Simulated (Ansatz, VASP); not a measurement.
## MoS2: VASP beside Ansatz

```
Mo S
1.0
     3.14000    0.00000    0.00000
    -1.57000    2.71932    0.00000
     0.00000    0.00000   12.65530
Mo S
2 4
Direct
  0.33333 0.66667 0.25000
  0.66667 0.33333 0.75000
  0.33333 0.66667 0.62564
  0.66667 0.33333 0.12564
  0.33333 0.66667 0.87436
  0.66667 0.33333 0.37436
```

Change from the starting cell: z stretched by +1 %, ions relaxed.

Alike in both runs: functional PBE; k mesh 16 × 16 × 4; occupations fermi-dirac, width 0.02 eV; collinear spin.

Ansatz relaxed the structure, and its values are those at the end. VASP's run is a single point on that final structure, the one shown.

|  | VASP | Ansatz |
| --- | --- | --- |
| version | VASP 6.6.1 | Ansatz 0.2.0 |
| potentials or method | VASP PAW PBE potentials, release 64 (Mo_sv, S) | plane-wave PAW, scalar-relativistic |
| plane-wave cutoff (eV) | 500 | 420 |
| valence electrons in the cell | 52 | 52 |

VASP gave:

* gap on the k mesh at the Fermi level (eV): 1.06
* pressure (GPa): 3.4
* rms of the force components (eV/Å): 0.006
* net moment per atom (μB): 0.00

Problem. What did Ansatz give for the same quantities?

Solution. gap on the k mesh at the Fermi level (eV): 1.05; pressure (GPa): 3.5; rms of the force components (eV/Å): 0.000; net moment per atom (μB): 0.00.

Ansatz's warnings: seeded moment not kept, stress scf threshold loose.
